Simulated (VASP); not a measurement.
Input of a VASP 6.6.1 run:

File INCAR:

```
SYSTEM = Mg16O16F
PREC = Accurate
ENCUT = 520
EDIFF = 1E-7
ISMEAR = -1
SIGMA = 0.01
LREAL = Auto
LASPH = .True.
NELM = 80
ALGO = Normal
ISIF = 2
LWAVE = .False.
LCHARG = .False.
GGA = PE
IBRION = 2
NSW = 90
EDIFFG = -0.02
NELECT = 136.0
```

File KPOINTS:

```
Automatic mesh
0
Gamma
  1 1 1
  0.25 0.25 0.25
```

The input POSCAR:

```
Mg16O16F
1.0
   -4.2543812300      4.2543812300      4.2543812300
    4.2543812300     -4.2543812300      4.2543812300
    4.2543812300      4.2543812300     -4.2543812300
Mg O F
16 16 1
Direct
    0.0000000000      0.0000000000      0.0000000000
    0.0000000000      0.2500000000      0.7500000000
    0.0000000000      0.5000000000      0.5000000000
    0.0000000000      0.7500000000      0.2500000000
    0.2500000000      0.0000000000      0.7500000000
    0.2500000000      0.2500000000      0.5000000000
    0.2500000000      0.5000000000      0.2500000000
    0.2500000000      0.7500000000      0.0000000000
    0.5000000000      0.0000000000      0.5000000000
    0.5000000000      0.2500000000      0.2500000000
    0.5000000000      0.5000000000      0.0000000000
    0.5000000000      0.7500000000      0.7500000000
    0.7500000000      0.0000000000      0.2500000000
    0.7500000000      0.2500000000      0.0000000000
    0.7500000000      0.5000000000      0.7500000000
    0.7500000000      0.7500000000      0.5000000000
    0.0000000000      0.0000000000      0.5000000000
    0.0000000000      0.2500000000      0.2500000000
    0.0000000000      0.5000000000      0.0000000000
    0.0000000000      0.7500000000      0.7500000000
    0.2500000000      0.0000000000      0.2500000000
    0.2500000000      0.2500000000      0.0000000000
    0.2500000000      0.5000000000      0.7500000000
    0.2500000000      0.7500000000      0.5000000000
    0.5000000000      0.0000000000      0.0000000000
    0.5000000000      0.2500000000      0.7500000000
    0.5000000000      0.5000000000      0.5000000000
    0.5000000000      0.7500000000      0.2500000000
    0.7500000000      0.0000000000      0.7500000000
    0.7500000000      0.2500000000      0.5000000000
    0.7500000000      0.5000000000      0.2500000000
    0.7500000000      0.7500000000      0.0000000000
    0.7500000000      0.7500000000      0.7500000000
```

Potentials or basis: VASP PAW PBE potentials, release 64 (Mg, O, F).

The run is started by

```sh
$ cat potpaw_PBE.64/Mg/POTCAR potpaw_PBE.64/O/POTCAR potpaw_PBE.64/F/POTCAR > POTCAR
$ mpirun -np 1 vasp_std > vasp.out
```

What does it give for the energy gained by relaxing?

165.5 meV/atom.

The path:
| step | energy change (eV) | largest force (eV/Å) | pressure (GPa) |
| --- | --- | --- | --- |
| 1 | 0.0000 | 8.6037 | 15.50 |
| 2 | -4.5807 | 2.0834 | 13.92 |
| 3 | -5.0432 | 1.1255 | 12.77 |
| 4 | -5.3934 | 0.3813 | 12.22 |
| 5 | -5.4039 | 0.4465 | 12.17 |
| 6 | -5.4550 | 0.1320 | 12.27 |
| 7 | -5.4574 | 0.0784 | 12.31 |
| 8 | -5.4603 | 0.0337 | 12.28 |
| 9 | -5.4609 | 0.0268 | 12.26 |
| 10 | -5.4609 | 0.0273 | 12.26 |
| 11 | -5.4612 | 0.0097 | 12.27 |

Caveat: the k points lie up to 1.04 Å⁻¹ apart, too coarse for converged energies, forces and pressures; the cell carries a net charge on a neutralising background, which shifts energy and pressure; the cell is charged against a uniform background, so pressure and absolute levels hang on convention.
